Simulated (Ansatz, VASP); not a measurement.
**HfC: VASP and Ansatz over several settings**

```
Hf C
1.0
    -1.39667    2.49718    1.84734
     1.39667   -2.49718    1.84734
     1.39667    2.49718   -1.84734
Hf C
1 1
Direct
  0.98471 0.98471 0.00000
  0.67945 0.17945 0.50000
```

Single points on this cell with VASP 6.6.1 and Ansatz 0.2.0. Each row is one pair of runs. Alike in all rows: spin: off; k mesh: 12 × 12 × 12; VASP's potentials, cutoff: VASP PAW PBE potentials, release 64 (Hf_pv, C), 520 eV; Ansatz's potentials, cutoff: Ansatz PAW, 420 eV.

| level | smearing | gap on the k mesh at the Fermi level (eV), VASP | gap on the k mesh at the Fermi level (eV), Ansatz | least direct gap on the mesh (eV), VASP | least direct gap on the mesh (eV), Ansatz | rms of the force components (eV/Å), VASP | rms of the force components (eV/Å), Ansatz |
| --- | --- | --- | --- | --- | --- | --- | --- |
| PBE | gaussian, width 0.021 eV | 0.36 | 0.38 | 0.86 | 0.87 | 6.787 | 6.630 |
| PBE | gaussian, width 0.022 eV | 0.36 | 0.38 | 0.86 | 0.87 | 6.787 | 6.630 |
| PBE | gaussian, width 0.023 eV | 0.36 | 0.38 | 0.86 | 0.87 | 6.787 | 6.630 |
| PBE | gaussian, width 0.024 eV | 0.36 | 0.38 | 0.86 | 0.87 | 6.787 | 6.630 |

Gap on the k mesh at the fermi level (eV): the two programs differ by at most 0.018; least direct gap on the mesh (eV): the two programs differ by at most 0.005; rms of the force components (eV/Å): the two programs differ by at most 0.1569.

VASP's potentials hold 14 valence electrons a cell and Ansatz's 30, so a difference there can come from the potentials and not from the codes.

Neither program's run includes spin-orbit coupling.
